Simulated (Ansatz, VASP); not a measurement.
One calculation of Ir, two programs

Contents of INCAR:

```
PREC = Accurate ; ENCUT = 600
EDIFF = 1E-6 ; ISMEAR = -1
SIGMA = 0.15 ; LREAL = F
LASPH = T ; NELM = 100
ALGO = Normal ; ISIF = 3
LWAVE = F ; LCHARG = F
GGA = PS ; IBRION = 2
NSW = 80 ; EDIFFG = -0.01
```

KPOINTS

```
Automatic mesh
0
Gamma
  13 13 13
```

POSCAR

```
Ir
1.0
    0.0000000000      1.9156000000      1.9156000000
    1.9156000000      0.0000000000      1.9156000000
    1.9156000000      1.9156000000      0.0000000000
Ir
1
Direct
    0.0000000000      0.0000000000      0.0000000000
```

Input for Ansatz:

```yaml
crystal:
  lattice:
    - [0.0, 1.9156, 1.9156]
    - [1.9156, 0.0, 1.9156]
    - [1.9156, 1.9156, 0.0]
  atoms:
    - { symbol: Ir, position: [0.0, 0.0, 0.0] }
basis:
  ecutwfc: 550.0
kpoints:
  mp_grid:
    grid: [13, 13, 13]
hamiltonian:
  xc: pbesol
  dispersion: none
scf:
  occupations:
    method: fermi_dirac
    width: 0.15
relax:
  f_tol: 0.01
  cell: {}
```

Alike in both runs: task relaxation of cell and atoms; functional PBEsol; k mesh 13 × 13 × 13; occupations fermi-dirac, width 0.15 eV; no spin polarisation.

|  | VASP | Ansatz |
| --- | --- | --- |
| version | VASP 6.6.1 | Ansatz 0.2.0 |
| potentials or method | VASP PAW PBE potentials, release 64 (Ir), cutoff 600 eV | plane waves, PAW |
| valence electrons in the cell | 9 | 17 |

Ansatz gave:

| Property | Result |
| --- | --- |
| relaxed volume (Å³/atom) | 14.08 |
| relaxed cell length with the largest relative difference (Å) | 2.710 |

Question: Which values does VASP return?

Answer: Relaxed volume (Å³/atom): 14.12; relaxed cell length with the largest relative difference (Å): 2.713.

VASP's potentials were made for PBE, not for PBEsol. VASP's potentials hold 9 valence electrons a cell and Ansatz's 17, so a difference there can come from the potentials and not from the codes.

Neither program's run includes spin-orbit coupling.
